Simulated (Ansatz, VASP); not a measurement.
## Cu: VASP beside Ansatz

```
Cu
1.0
    -3.17713    3.17713    3.17713
     3.17713   -3.17713    3.17713
     3.17713    3.17713   -3.17713
Cu
8
Cartesian
  0.7081 0.7081 0.7081
  -0.7081 2.4690 0.7081
  0.7081 -0.7081 2.4690
  2.4690 0.7081 -0.7081
  2.4690 2.4690 2.4690
  0.7081 3.8852 -0.7081
  -0.7081 0.7081 3.8852
  3.8852 -0.7081 0.7081
```

Alike in both runs: functional PBE; k mesh 8 × 8 × 8; occupations gaussian, width 0.1 eV; no spin polarisation.

Ansatz relaxed the structure, and its values are those at the end. VASP's run is a single point on that final structure, the one shown.

|  | VASP | Ansatz |
| --- | --- | --- |
| version | VASP 6.6.1 | Ansatz 0.2.0 |
| potentials or method | VASP PAW PBE potentials, release 64 (Cu), cutoff 520 eV | scalar-relativistic, plane waves, PAW |
| valence electrons in the cell | 88 | 152 |

```csv
,VASP,Ansatz,Ansatz less VASP
gap on the k mesh at the Fermi level (eV),none,none,-
pressure (GPa),2.1,0.0,-2.10
rms of the force components (eV/Å),0.006,0.003,-0.0024
```

A gap of «none» marks a metal or a gap that the smearing closes. VASP's potentials hold 88 valence electrons a cell and Ansatz's 152, so a difference there can come from the potentials and not from the codes.
